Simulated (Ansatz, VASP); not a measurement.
Two plane-wave programs on TaN

```
Ta N
1.0
    -4.57500    2.64138    4.94000
     4.57500   -2.64138    4.94000
     4.57500    7.92413   -4.94000
Ta N
24 24
Direct
  0.16667 0.00000 0.16667
  0.66667 0.50000 0.16667
  0.50000 0.83333 0.33333
  0.00000 0.33333 0.33333
  0.83333 0.66667 0.50000
  0.33333 0.16667 0.50000
  0.16667 0.50000 0.66667
  0.66667 0.00000 0.66667
  0.50000 0.33333 0.83333
  0.00000 0.83333 0.83333
  0.83333 0.16667 0.00000
  0.33333 0.66667 0.00000
  0.25000 0.41667 0.16667
  0.75000 0.91667 0.16667
  0.58333 0.25000 0.33333
  0.08333 0.75000 0.33333
  0.91667 0.08333 0.50000
  0.41667 0.58333 0.50000
  0.25000 0.91667 0.66667
  0.75000 0.41667 0.66667
  0.58333 0.75000 0.83333
  0.08333 0.25000 0.83333
  0.91667 0.58333 0.00000
  0.41667 0.08333 0.00000
  0.35917 0.19250 0.16667
  0.85917 0.69250 0.16667
  0.69250 0.02583 0.33333
  0.19250 0.52583 0.33333
  0.02583 0.85917 0.50000
  0.52583 0.35917 0.50000
  0.35917 0.69250 0.66667
  0.85917 0.19250 0.66667
  0.69250 0.52583 0.83333
  0.19250 0.02583 0.83333
  0.02583 0.35917 0.00000
  0.52583 0.85917 0.00000
  0.44250 0.60917 0.16667
  0.94250 0.10917 0.16667
  0.77583 0.44250 0.33333
  0.27583 0.94250 0.33333
  0.10917 0.27583 0.50000
  0.60917 0.77583 0.50000
  0.44250 0.10917 0.66667
  0.94250 0.60917 0.66667
  0.77583 0.94250 0.83333
  0.27583 0.44250 0.83333
  0.10917 0.77583 0.00000
  0.60917 0.27583 0.00000
```

Alike in both runs: task single point; functional PBE; k mesh 2 × 2 × 2; occupations gaussian, width 0.05 eV; no spin polarisation.

```csv
,VASP,Ansatz
version,VASP 6.6.1,Ansatz 0.2.0
potentials or method,"VASP PAW PBE potentials, release 64 (Ta_pv, N), cutoff 520 eV","scalar-relativistic, plane waves, PAW"
valence electrons in the cell,384,432
```

```tsv
	VASP	Ansatz	Ansatz less VASP
gap on the k mesh at the Fermi level (eV)	none	none	-
rms of the force components (eV/Å)	1.493	1.472	-0.0208
```

Atom by atom the forces differ by 0.021 eV/Å (rms over components). A gap of «none» marks a metal or a gap that the smearing closes. The functional is the same, so the differences come from potentials, cutoffs and numerics. VASP's potentials hold 384 valence electrons a cell and Ansatz's 432, so a difference there can come from the potentials and not from the codes. Ansatz's warnings: structure snapped to symmetry.

The k mesh is coarse, so the values compare programs but aren't converged. Neither program's run includes spin-orbit coupling.
